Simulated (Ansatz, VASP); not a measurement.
Sr in VASP and in Ansatz

Contents of INCAR:

```
PREC = Accurate
ENCUT = 520
EDIFF = 1E-6
ISMEAR = 0
SIGMA = 0.1
LREAL = F
LASPH = T
NELM = 80
ALGO = Fast
ISIF = 2
LWAVE = F
LCHARG = F
GGA = PS
NBANDS = 11
```

The input KPOINTS:

```
regular mesh
0
Gamma
  12 12 12
```

POSCAR

```
Sr
1.0
    0.0000000000      2.8345267476      2.8345267476
    2.8345267476      0.0000000000      2.8345267476
    2.8345267476      2.8345267476      0.0000000000
Sr
1
Direct
    0.0000000000      0.0000000000      0.0000000000
```

Input for Ansatz:

```yaml
crystal:
  lattice:
    - [0.0, 2.8345267476, 2.8345267476]
    - [2.8345267476, 0.0, 2.8345267476]
    - [2.8345267476, 2.8345267476, 0.0]
  atoms:
    - { symbol: Sr, position: [0.0, 0.0, 0.0] }
basis:
  ecutwfc: 420
kpoints:
  mp_grid: { grid: [12, 12, 12] }
hamiltonian:
  xc: pbesol
scf:
  occupations: { method: gaussian, width: 0.1 }
output:
  forces: true
  stress: true
  eigenvalues: true
```

Alike in both runs: task single point; functional PBEsol; k mesh 12 × 12 × 12; occupations gaussian, width 0.1 eV; no spin polarisation.

|  | VASP | Ansatz |
| --- | --- | --- |
| version | VASP 6.6.1 | Ansatz 0.2.0 |
| potentials or method | VASP PAW PBE potentials, release 64 (Sr_sv), cutoff 520 eV | scalar-relativistic, plane waves, PAW |
| valence electrons in the cell | 10 | 10 |

|  | VASP | Ansatz | Ansatz less VASP |
| --- | --- | --- | --- |
| gap on the k mesh at the Fermi level (eV) | none | none | - |
| pressure (GPa) | 2.1 | 2.1 | -0.02 |

VASP's potentials were made for PBE, not for PBEsol. A gap of «none» marks a metal or a gap that the smearing closes.
